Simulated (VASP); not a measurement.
# AlN (P6_3mc) in VASP: further runs, part 2 of 2

VASP 6.6.1.

**4. Single point, PBE (equal xx and yy strain of +3 %)**

INCAR reads:

```
PREC     = Accurate       # precision mode
ENCUT    = 520            # plane-wave cutoff, eV
EDIFF    = 1E-6           # SCF threshold, eV
ISMEAR   = -1             # smearing method
SIGMA    = 0.02           # smearing width, eV
LREAL    = F              # projectors in reciprocal space
LASPH    = T              # aspherical terms in the spheres
NELM     = 80             # most SCF steps
ALGO     = Normal         # electronic algorithm
ISIF     = 2              # what is computed and relaxed
LWAVE    = F              # write WAVECAR
LCHARG   = F              # write CHGCAR
GGA      = PE             # functional
NBANDS   = 16             # bands
```

KPOINTS reads:

```
regular mesh
0
Gamma
  11 11 6
```

POSCAR reads:

```
AlN
1.0
    3.2043322162      0.0000000000      0.0000000000
   -1.6021661081      2.7750331013      0.0000000000
    0.0000000000      0.0000000000      4.9780000000
Al N
2 2
Direct
    0.3333333333      0.6666666667      0.0000000000
    0.6666666667      0.3333333333      0.5000000000
    0.3333333333      0.6666666667      0.3850000000
    0.6666666667      0.3333333333      0.8850000000
```

Potentials or basis: VASP PAW PBE potentials, release 64 (Al, N).

Run with:

```bash
$ cat potpaw_PBE.64/Al/POTCAR potpaw_PBE.64/N/POTCAR > POTCAR
$ mpirun -np 1 vasp_std > vasp.out
```

OUTCAR:

```text
PREC = Accurate
   ENCUT = 520
   EDIFF = 1E-6
   ISMEAR = -1
   LREAL = F
   LASPH = T
   NELM = 80
   ISIF = 2
   GGA = PE

 ion  position               nearest neighbor table
   1  0.333  0.667  0.000-   3 1.92   4 1.94   4 1.94   4 1.94   2 3.10   2 3.10   2 3.10   2 3.10
                             2 3.10   2 3.10
   2  0.667  0.333  0.500-   4 1.92   3 1.94   3 1.94   3 1.94   1 3.10   1 3.10   1 3.10   1 3.10
                             1 3.10   1 3.10
   3  0.333  0.667  0.385-   1 1.92   2 1.94   2 1.94   2 1.94
   4  0.667  0.333  0.885-   2 1.92   1 1.94   1 1.94   1 1.94

  LATTYP: Found a hexagonal cell.
 ALAT       =     3.2043322162
 C/A-ratio  =     1.5535218149

  Lattice vectors:

 A1 = (   3.2043322162,   0.0000000000,   0.0000000000)
 A2 = (  -1.6021661081,   2.7750331013,   0.0000000000)
 A3 = (   0.0000000000,   0.0000000000,   4.9780000000)

Analysis of symmetry for initial positions (statically):
=====================================================================
 Subroutine PRICEL returns:
 Original cell was already a primitive cell.

 Routine SETGRP: Setting up the symmetry group for a
[... 178 lines left out ...]
 fundamental gap:      3.5842166145
 Fermi energy:         6.1420675290

 k-point     1 :       0.0000    0.0000    0.0000
  band No.  band energies     occupation
      1      -9.2394      2.00000
      2      -7.1471      2.00000
      3      -0.0305      2.00000
      4       4.6425      2.00000
      5       4.6425      2.00000
      6       5.3643      2.00000
[... 433 lines left out ...]
      3       0.8942      2.00000
      4       2.6463      2.00000
      5       3.0367      2.00000
      6       4.0507      2.00000
[... 8 lines left out ...]
     15      17.4701      0.00000
     16      18.4901      0.00000

 [... further k-points ...]

------------------------ aborting loop because EDIFF is reached ----------------------------------------

  FORCE on cell =-STRESS in cart. coord.  units (eV):
  Direction    XX          YY          ZZ          XY          YZ          ZX
  --------------------------------------------------------------------------------------
  -------------------------------------------------------------------------------------
  Total       -2.9213948     -2.9213948     -0.3306037      0.0000000      0.0000000      0.0000000
  in kB     -105.7402259   -105.7402259    -11.9662400      0.0000000      0.0000000      0.0000000
  external PRESSURE =     -74.4822306 kB  Pullay stress =       0.0000000 kB

 VOLUME and BASIS-vectors are now :
 -----------------------------------------------------------------------------
  energy-cutoff  :      520.00
  volume of cell :       44.27
      direct lattice vectors                 reciprocal lattice vectors
     3.204332216  0.000000000  0.000000000     0.312077504  0.180178031  0.000000000
    -1.602166108  2.775033101  0.000000000     0.000000000  0.360356062  0.000000000
     0.000000000  0.000000000  4.978000000     0.000000000  0.000000000  0.200883889

 POSITION                                       TOTAL-FORCE (eV/Angst)
 -----------------------------------------------------------------------------------
     -0.00000      1.85002      0.00000        -0.000000      0.000000     -0.094212
      1.60217      0.92501      2.48900         0.000000     -0.000000     -0.094212
     -0.00000      1.85002      1.91653         0.000000      0.000000      0.094212
      1.60217      0.92501      4.40553        -0.000000      0.000000      0.094212
 -----------------------------------------------------------------------------------
    total drift:                               -0.000000      0.000000      0.000146

  FREE ENERGIE OF THE ION-ELECTRON SYSTEM (eV)
  ---------------------------------------------------
  free  energy   TOTEN  =       -29.7131440664 eV

  energy  without entropy=      -29.7131440664  energy(sigma->0) =      -29.71314407
```

OSZICAR:

```text
N       E                     dE             d eps       ncg     rms          rms(c)
DAV:   1     0.395662801996E+02    0.39566E+02   -0.72236E+03  2048   0.888E+02
DAV:   2    -0.306841966336E+02   -0.70250E+02   -0.64306E+02  2832   0.182E+02
DAV:   3    -0.342303179122E+02   -0.35461E+01   -0.35330E+01  2592   0.422E+01
DAV:   4    -0.342535171706E+02   -0.23199E-01   -0.23198E-01  2472   0.386E+00
DAV:   5    -0.342538277159E+02   -0.31055E-03   -0.31054E-03  2664   0.450E-01    0.118E+01
DAV:   6    -0.296962465742E+02    0.45576E+01   -0.10637E+01  2488   0.234E+01    0.402E+00
DAV:   7    -0.297254169853E+02   -0.29170E-01   -0.61892E-01  2160   0.558E+00    0.286E+00
DAV:   8    -0.297184036815E+02    0.70133E-02   -0.68135E-02  2328   0.241E+00    0.699E-01
DAV:   9    -0.297125569754E+02    0.58467E-02   -0.13063E-02  2640   0.856E-01    0.266E-01
DAV:  10    -0.297132428215E+02   -0.68585E-03   -0.26580E-03  2224   0.325E-01    0.149E-01
DAV:  11    -0.297131401295E+02    0.10269E-03   -0.21526E-04  2384   0.114E-01    0.357E-02
DAV:  12    -0.297131442397E+02   -0.41103E-05   -0.13544E-05  2288   0.291E-02    0.910E-03
DAV:  13    -0.297131440664E+02    0.17332E-06   -0.54405E-06  2304   0.179E-02
   1 F= -.29713144E+02 E0= -.29713144E+02  d E =-.381399E-11
```

stdout:

```text
POSCAR found type information on POSCAR AlN
 POSCAR found :  2 types and       4 ions
 scaLAPACK will be used
 LDA part: xc-table for (Slater+PW92), standard interpolation
 POSCAR, INCAR and KPOINTS ok, starting setup
 FFT: planning ... GRIDC
 FFT: planning ... GRID_SOFT
 FFT: planning ... GRID
 WAVECAR not read
 entering main loop
```

Wall time 17 s (1 thread of Intel Xeon 6975P-C (Granite Rapids), shared host); peak memory 0.17 GiB.

Results:

```yaml
Free_energy: -29.7131 eV
Pressure: -7.4 GPa
Largest_force: 0.094 eV/Å
Band_gap_on_the_k_mesh: 3.58 eV, direct
```

Forces in eV/Å, atoms in the order of the input:
```
Al   0.000  0.000 -0.094
Al   0.000  0.000 -0.094
N    0.000  0.000  0.094
N    0.000  0.000  0.094
```

Stress tensor (GPa, compression positive):
```
-10.57   0.00   0.00
  0.00 -10.57   0.00
  0.00   0.00  -1.20
```

Caveat: the cell differs from its parent crystal (equal xx and yy strain of +3 %).

**5. Overview**

```csv
cell,gap on the mesh (eV),pressure (GPa),largest force (eV/Å)
"a = 3.049, b = 3.049, c = 4.978 Å, angles 90.0, 90.0, 120.0°, 4 atoms",4.57,13.4,0.44
"a = 3.142, b = 3.142, c = 4.978 Å, angles 90.0, 90.0, 120.0°, 4 atoms",3.97,-0.3,0.08
"a = 3.204, b = 3.204, c = 4.978 Å, angles 90.0, 90.0, 120.0°, 4 atoms",3.58,-7.4,0.09
```

Alike in all rows: task single point; level PBE; potentials or basis VASP PAW PBE potentials, release 64 (Al, N); no spin polarisation; k mesh 11 × 11 × 6; cutoff (eV) 520; smearing fermi-dirac 0.02 eV.

Absolute energies hang on the potentials; compare differences alone.
